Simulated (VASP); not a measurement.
# AgI: elastic constants with r2SCAN

The system is AgI.

```
CELL_PARAMETERS angstrom
0.00000 3.11983 3.11983
3.11983 0.00000 3.11983
3.11983 3.11983 0.00000
ATOMIC_POSITIONS crystal
Ag 0.00000 0.00000 0.00000
I 0.75000 0.75000 0.75000
```

- Program: VASP 6.6.1
- Task: elastic constants
- Functional: r2SCAN
- Potentials or basis: VASP PAW PBE potentials, release 64 (Ag, I)
- Cutoff: 550 eV
- k mesh: 8 × 8 × 8
- Occupations: gaussian, width 0.01 eV
- Spin: no spin polarisation
- Dipole correction: no
- Ions in elastic constants: relaxed
- Further INCAR settings: ALGO = Normal; EDIFF = 1e-08; NBANDS = 16; IBRION = 6; POTIM = 0.015; NSW = 1; ISIF = 3

```
Elastic constants C11, C12, C44                         : 53, 56, -1 GPa
Voigt bulk modulus                                      : 55 GPa
Highest phonon frequency at Γ, LO-TO splitting left out : 139 cm⁻¹
```

Phonon frequencies in cm⁻¹ (negative: imaginary):
```
              q point        frequencies
(0.000, 0.000, 0.000)  0 0 0 139 139 139
```

Elastic tensor in Voigt notation (GPa, in the Cartesian axes of the cell as first typed):
```
53 56 56  0  0  0
56 53 56  0  0  0
56 56 53  0  0  0
 0  0  0 -1  0  0
 0  0  0  0 -1  0
 0  0  0  0  0 -1
```

Clamped-ion elastic tensor (GPa):
```
53 56 56  0  0  0
56 53 56  0  0  0
56 56 53  0  0  0
 0  0  0 46  0  0
 0  0  0  0 46  0
 0  0  0  0  0 46
```

It took 29 min on 4 MPI ranks on Intel(R) Xeon(R) Platinum 8259CL CPU @ 2.50GHz (Skylake/Cascade Lake), on a shared host, peak memory 0.43 GiB a rank.

Caveat: the cell is under stress, which shifts elastic constants; the elastic tensor has a negative eigenvalue, so either the cell is unstable as it stands or the mesh is too thin; the PAW data sets were made with another functional, which shifts forces and pressure a little.
